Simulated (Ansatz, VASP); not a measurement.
**One calculation of C, two programs**

File POSCAR:

```
C
1.0
    0.0000000000      1.7058470988      1.7058470988
    1.7058470988      0.0000000000      1.7058470988
    1.7058470988      1.7058470988      0.0000000000
C
2
Direct
   -0.1250000000     -0.1250000000     -0.1250000000
    0.1250000000      0.1250000000      0.1250000000
```

INCAR.step1

```
SYSTEM = C
PREC = Accurate
ENCUT = 520
ISMEAR = -1
SIGMA = 0.08
LREAL = .FALSE.
LASPH = .TRUE.
NELM = 100
NBANDS = 11
GGA = PE
ALGO = Normal
EDIFF = 1E-4
LWAVE = .TRUE.
LCHARG = .FALSE.
```

File INCAR.step2:

```
SYSTEM = C
PREC = Accurate
ENCUT = 520
EDIFF = 1E-6
ISMEAR = -1
SIGMA = 0.08
LREAL = .FALSE.
LASPH = .TRUE.
NELM = 100
ALGO = Normal
ISIF = 2
LWAVE = .FALSE.
LCHARG = .FALSE.
METAGGA = R2SCAN
LMIXTAU = .TRUE.
NBANDS = 11
ISTART = 1
```

KPOINTS

```
Automatic mesh
0
G
  20 20 20
  0 0 0
```

Input for Ansatz:

```yaml
crystal:
  lattice:
    - [0.0, 1.7058470988, 1.7058470988]
    - [1.7058470988, 0.0, 1.7058470988]
    - [1.7058470988, 1.7058470988, 0.0]
  atoms:
    - { symbol: C, position: [-0.125, -0.125, -0.125] }
    - { symbol: C, position: [0.125, 0.125, 0.125] }
kpoints:
  mp_grid: { grid: [20, 20, 20] }
  band_path:
    path:
      - [0.0, 0.0, 0.0]
      - [0.5, 0.0, 0.5]
      - [0.625, 0.25, 0.625]
      - [0.375, 0.375, 0.75]
      - [0.0, 0.0, 0.0]
      - [0.5, 0.5, 0.5]
      - [0.5, 0.25, 0.75]
      - [0.5, 0.0, 0.5]
    npoints: 8
scf:
  occupations: { method: fermi_dirac, width: 0.08 }
hamiltonian:
  xc: r2scan
  pseudopotentials: { kind: paw }
output:
  forces: true
  stress: true
  eigenvalues: true
  populations: true
  dos: { projected: true, de: 0.2, e_range: [-14, 8] }
```

Change from the starting cell: volume scaled by 0.88, PAW files.

Alike in both runs: task single point; functional r2SCAN; k mesh 20 × 20 × 20; occupations fermi-dirac, width 0.08 eV; no spin polarisation.

|  | VASP | Ansatz |
| --- | --- | --- |
| version | VASP 6.6.1 | Ansatz 0.2.0 |
| potentials or method | VASP PAW PBE potentials, release 64 (C) | PAW with Ansatz's default frozen-core files, scalar-relativistic |
| plane-wave cutoff (eV) | 520 | 500 |
| valence electrons in the cell | 8 | 8 |

|  | VASP | Ansatz | Ansatz less VASP |
| --- | --- | --- | --- |
| gap on the k mesh at the Fermi level (eV) | 4.64 | 4.68 | +0.037 |
| pressure (GPa) | 74.4 | 72.6 | -1.75 |

VASP's potentials were made for PBE, not for r2SCAN. Both programs put the cell under a high pressure, so it lies far from rest at this level.

Noted on VASP's run: the cell as given lies far from equilibrium.
